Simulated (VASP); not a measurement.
# CaO (rock salt type): single point with PBE

CaO (rock salt type):

```
Ca O
1.0
     0.00000    2.36627    2.36627
     2.36627    0.00000    2.36627
     2.36627    2.36627    0.00000
Ca O
1 1
Direct
  0.00000 0.00000 0.00000
  0.50000 0.50000 0.50000
```

```
Program                : VASP 6.6.1
Task                   : single point
Functional             : PBE
Potentials or basis    : VASP PAW PBE potentials, release 64 (Ca_sv, O)
Cutoff                 : 520 eV
k mesh                 : 13 × 13 × 13
Occupations            : fermi-dirac, width 0.0612256 eV
Spin                   : no spin polarisation
Dipole correction      : no
Further INCAR settings : ALGO = Normal; EDIFF = 1e-07; NBANDS = 15
```

The pressure is 8.2 GPa. The band gap on the k mesh is 3.64 eV (least direct gap 4.01 eV).

Levels at points of the mesh, in eV from the valence-band top:
| k point | band 6 | band 7 | band 8 | band 9 | band 10 | band 11 |
| --- | --- | --- | --- | --- | --- | --- |
| (0.00, 0.00, 0.00) | 0.00 | 0.00 | 0.00 | 5.10 | 6.34 | 6.34 |

Run time: 38 s on 1 thread of Intel(R) Xeon(R) Platinum 8259CL CPU @ 2.50GHz (Skylake/Cascade Lake), with other jobs on the host, peak memory 0.18 GiB.

Caveat: the cell stands under pressure; an odd mesh through Γ misses points on the zone boundary, where band edges can lie.
